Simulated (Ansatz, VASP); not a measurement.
## Two plane-wave programs on NaI

Contents of POSCAR:

```
NaI
1.0
    0.0000000000      3.2364000000      3.2364000000
    3.2364000000      0.0000000000      3.2364000000
    3.2364000000      3.2364000000      0.0000000000
Na I
1 1
Direct
    0.0000000000      0.0000000000      0.0000000000
    0.5482789519      0.4517210481      0.5482789519
```

INCAR.step1

```
ALGO = Normal
EDIFF = 1E-4
ENCUT = 520
GGA = PE
ISMEAR = 0
LASPH = True
LCHARG = False
LREAL = False
LWAVE = True
NBANDS = 14
NELM = 60
PREC = Accurate
SIGMA = 0.05
```

The input INCAR.step2:

```
ALGO = Normal
EDIFF = 1E-7
ENCUT = 520
ISIF = 2
ISMEAR = 0
ISTART = 1
LASPH = True
LCHARG = True
LELF = True
LMIXTAU = True
LREAL = False
LVHAR = True
LWAVE = False
METAGGA = R2SCAN
NBANDS = 14
NELM = 60
PREC = Accurate
SIGMA = 0.05
```

The input KPOINTS:

```
k-points
0
Gamma
  6 6 6
```

Input for Ansatz:

```yaml
crystal:
  lattice:
    - [0.0, 3.2364, 3.2364]
    - [3.2364, 0.0, 3.2364]
    - [3.2364, 3.2364, 0.0]
  atoms:
    - { symbol: Na, position: [0.0, 0.0, 0.0] }
    - { symbol: I, position: [0.5482789519, 0.4517210481, 0.5482789519] }
basis:
  ecutwfc: 500
kpoints:
  mp_grid: { grid: [6, 6, 6] }
hamiltonian:
  xc: r2scan
scf:
  occupations: { method: gaussian, width: 0.05 }
output:
  forces: true
  stress: true
  eigenvalues: true
```

Change from the starting cell: all I atoms moved +0.312 Å, as atom 2 along Cartesian [0 1 0].

Alike in both runs: task single point; functional r2SCAN; k mesh 6 × 6 × 6; occupations gaussian, width 0.05 eV; no spin polarisation.

|  | VASP | Ansatz |
| --- | --- | --- |
| version | VASP 6.6.1 | Ansatz 0.2.0 |
| potentials or method | VASP PAW PBE potentials, release 64 (Na_pv, I), cutoff 520 eV | scalar-relativistic, plane waves, PAW |
| valence electrons in the cell | 14 | 26 |

|  | VASP | Ansatz | Ansatz less VASP |
| --- | --- | --- | --- |
| gap on the k mesh at the Fermi level (eV) | 4.45 | 4.44 | -0.008 |
| least direct gap on the mesh (eV) | 4.45 | 4.44 | -0.008 |
| pressure (GPa) | 0.4 | 0.5 | +0.09 |
| traceless stress, the component that is largest in VASP (GPa) | 1.34 | 1.33 | -0.001 |
| rms of the force components (eV/Å) | 0.233 | 0.234 | +0.0005 |

VASP's potentials were made for PBE, not for r2SCAN. Atom by atom the forces differ by 0.001 eV/Å (rms over components). The functional is the same, so the differences come from potentials, cutoffs and numerics. VASP's potentials hold 14 valence electrons a cell and Ansatz's 26, so a difference there can come from the potentials and not from the codes.

Spin-orbit coupling is off throughout.
